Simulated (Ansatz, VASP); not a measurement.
**Bi: VASP beside Ansatz**

INCAR

```
SYSTEM = Bi
PREC = Accurate ; ENCUT = 520
EDIFF = 1E-6 ; ISMEAR = -1
SIGMA = 0.05 ; LREAL = .FALSE.
LASPH = .TRUE. ; NELM = 100
ALGO = Fast ; ISIF = 2
LWAVE = .FALSE. ; LCHARG = .FALSE.
GGA = PE ; NBANDS = 38
```

The input KPOINTS:

```
Automatic mesh
0
G
  7 7 7
  0 0 0
```

Contents of POSCAR:

```
Bi
1.0
   -4.3896088981      4.3896088981      2.0377146318
    4.3896088981     -4.3896088981      2.0377146318
    4.3896088981      4.3896088981     -2.0377146318
Bi
4
Direct
    0.1456555000      0.3543445000      0.5000000000
    0.8543445000      0.6456555000      0.5000000000
    0.6456555000      0.1456555000      0.7913110000
    0.3543445000      0.8543445000      0.2086890000
```

File input.yaml:

```yaml
crystal:
  lattice:
    - [-4.3896088981, 4.3896088981, 2.0377146318]
    - [4.3896088981, -4.3896088981, 2.0377146318]
    - [4.3896088981, 4.3896088981, -2.0377146318]
  atoms:
    - { symbol: Bi, position: [0.1456555, 0.3543445, 0.5] }
    - { symbol: Bi, position: [0.8543445, 0.6456555, 0.5] }
    - { symbol: Bi, position: [0.6456555, 0.1456555, 0.791311] }
    - { symbol: Bi, position: [0.3543445, 0.8543445, 0.208689] }
hamiltonian:
  xc: pbe
  pseudopotentials: { kind: paw }
kpoints:
  mp_grid: { grid: [7, 7, 7] }
scf:
  occupations: { method: fermi_dirac, width: 0.05 }
output:
  forces: true
  stress: true
  eigenvalues: true
```

Alike in both runs: task single point; functional PBE; k mesh 7 × 7 × 7; occupations fermi-dirac, width 0.05 eV; no spin polarisation.

|  | VASP | Ansatz |
| --- | --- | --- |
| version | VASP 6.6.1 | Ansatz 0.2.0 |
| potentials or method | VASP PAW PBE potentials, release 64 (Bi_d) | Ansatz PAW |
| plane-wave cutoff (eV) | 520 | 420 |
| valence electrons in the cell | 60 | 60 |

Ansatz gave:

```
gap on the k mesh at the Fermi level (eV)                     : none
pressure (GPa)                                                : 1.8
traceless stress, the component that is largest in VASP (GPa) : 0.37
rms of the force components (eV/Å)                            : 0.063
```

Question: Which values does VASP return?

Answer: gap on the k mesh at the Fermi level (eV): none; pressure (GPa): 1.8; traceless stress, the component that is largest in VASP (GPa): 0.36; rms of the force components (eV/Å): 0.062.

Atom by atom the forces differ by 0.000 eV/Å (rms over components). A gap of «none» marks a metal or a gap that the smearing closes. With one functional, cell and mesh, what is left measures potentials, basis and numerics.

Neither program's run includes spin-orbit coupling.
